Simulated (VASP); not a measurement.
The system is Ag.

```
CELL_PARAMETERS angstrom
2.82215 0.04712 -0.01250
-1.37027 2.46992 0.02741
-0.02044 0.03997 4.65658
ATOMIC_POSITIONS crystal
Ag 0.31252 0.57305 0.25082
Ag 0.68748 0.42695 0.74918
```

* Program: VASP 6.6.1
* Task: relaxation of cell and atoms
* Functional: PBEsol
* Potentials or basis: VASP PAW PBE potentials, release 64 (Ag)
* Cutoff: 600 eV
* k mesh: 12 × 12 × 8
* Occupations: gaussian, width 0.15 eV
* Spin: no spin polarisation

At the start: pressure 4.3 GPa; volume 16.38 Å³/atom.

**Question.** Where does the relaxation end?

**Answer.** Over 34 steps the energy falls by 60.6 meV/atom and the volume is 16.69 Å³/atom (+1.9 %); space group P-1 (No. 2, to 0.1 Å) before, P6_3/mmc (No. 194, to 0.1 Å).

Step by step:
| step | energy change (eV) | largest force (eV/Å) | pressure (GPa) | volume (Å³) |
| --- | --- | --- | --- | --- |
| 1 | 0.0000 | 0.4741 | 4.30 | 32.76 |
| 2 | -0.0473 | 0.2082 | -3.77 | 34.86 |
| 3 | -0.0509 | 0.2518 | -2.26 | 34.37 |
| 4 | -0.0709 | 0.1952 | -0.34 | 33.67 |
| 5 | -0.0735 | 0.1719 | 0.73 | 33.35 |
| 6 | -0.0816 | 0.1373 | 0.06 | 33.47 |
| 7 | -0.0877 | 0.0928 | -0.68 | 33.65 |
| 8 | -0.0880 | 0.0857 | -0.81 | 33.69 |
| 9 | -0.0912 | 0.1020 | 0.89 | 33.19 |
| 10 | -0.0913 | 0.1009 | 0.63 | 33.26 |
| 11 | -0.0949 | 0.1061 | 0.08 | 33.42 |
| 12 | -0.0964 | 0.1144 | -0.61 | 33.61 |
| 13 | -0.0991 | 0.1114 | -0.36 | 33.54 |
| 14 | -0.1053 | 0.0993 | 0.37 | 33.34 |
| 15 | -0.1055 | 0.0509 | 1.86 | 32.90 |
| 16 | -0.1077 | 0.0799 | 0.94 | 33.12 |
| 17 | -0.1113 | 0.0597 | 0.46 | 33.28 |
| 18 | -0.1141 | 0.0318 | -0.40 | 33.51 |
| 19 | -0.1142 | 0.0231 | -0.74 | 33.59 |
| 20 | -0.1172 | 0.0195 | -0.21 | 33.43 |
| 21 | -0.1184 | 0.0290 | 0.34 | 33.28 |
| 22 | -0.1184 | 0.0314 | 0.38 | 33.25 |
| 23 | -0.1194 | 0.0357 | -0.01 | 33.39 |
| 24 | -0.1195 | 0.0388 | -0.30 | 33.47 |
| 25 | -0.1198 | 0.0397 | -0.02 | 33.37 |
| 26 | -0.1199 | 0.0404 | 0.18 | 33.33 |
| 27 | -0.1201 | 0.0363 | 0.15 | 33.36 |
| 28 | -0.1204 | 0.0320 | -0.13 | 33.40 |
| 29 | -0.1204 | 0.0220 | -0.41 | 33.49 |
| 30 | -0.1205 | 0.0326 | -0.22 | 33.44 |
| 31 | -0.1208 | 0.0212 | -0.11 | 33.40 |
| 32 | -0.1210 | 0.0112 | 0.12 | 33.33 |
| 33 | -0.1210 | 0.0126 | 0.21 | 33.32 |
| 34 | -0.1211 | 0.0072 | 0.01 | 33.37 |

Final structure:
```
Ag
1.0
     2.86803   -0.00100   -0.00244
    -1.43782    2.48966    0.00416
    -0.00302    0.00169    4.67446
Ag
2
Direct
  0.33426 0.66872 0.25002
  0.66573 0.33128 0.74998
```

Caveat: the PAW data sets were made with another functional, which shifts forces and pressure a little.
